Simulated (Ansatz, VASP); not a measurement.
# One calculation of CoSi, two programs

The input INCAR:

```
SYSTEM = CoSi
PREC = Accurate
ENCUT = 520
EDIFF = 1E-7
ISMEAR = -1
SIGMA = 0.03
LREAL = .False.
LASPH = .True.
NELM = 100
ALGO = Normal
ISIF = 2
LWAVE = .False.
LCHARG = .False.
GGA = PE
NBANDS = 14
```

Contents of KPOINTS:

```
Automatic mesh
0
Gamma
  14 14 14
  0 0 0
```

Contents of POSCAR:

```
CoSi
1.0
    2.7813340000      0.0000000000      0.0000000000
    0.0000000000      2.7813340000      0.0000000000
    0.0000000000      0.0000000000      2.7813340000
Co Si
1 1
Direct
    0.0000000000      0.0000000000      0.0000000000
    0.5000000000      0.5000000000      0.5000000000
```

Input for Ansatz:

```yaml
crystal:
  lattice:
    - [2.781334, 0.0, 0.0]
    - [0.0, 2.781334, 0.0]
    - [0.0, 0.0, 2.781334]
  atoms:
    - { symbol: Co, position: [0.0, 0.0, 0.0] }
    - { symbol: Si, position: [0.5, 0.5, 0.5] }
kpoints:
  mp_grid: { grid: [14, 14, 14] }
scf:
  occupations: { method: fermi_dirac, width: 0.03 }
  lower_state_search: "off"
hamiltonian:
  xc: pbe
  pseudopotentials: { kind: paw }
output:
  forces: true
  stress: true
  eigenvalues: true
```

Alike in both runs: task single point; functional PBE; k mesh 14 × 14 × 14; occupations fermi-dirac, width 0.03 eV; no spin polarisation.

|  | VASP | Ansatz |
| --- | --- | --- |
| version | VASP 6.6.1 | Ansatz 0.2.0 |
| potentials or method | VASP PAW PBE potentials, release 64 (Co, Si) | PAW with Ansatz's default frozen-core files, scalar-relativistic |
| plane-wave cutoff (eV) | 520 | 420 |
| valence electrons in the cell | 13 | 21 |

VASP gave:

| Item | Value |
| --- | --- |
| pressure (GPa) | -0.5 |

Task: Which values does Ansatz return?

Result: Pressure (GPa): -0.4.

VASP's potentials hold 13 valence electrons a cell and Ansatz's 21, so a difference there can come from the potentials and not from the codes.
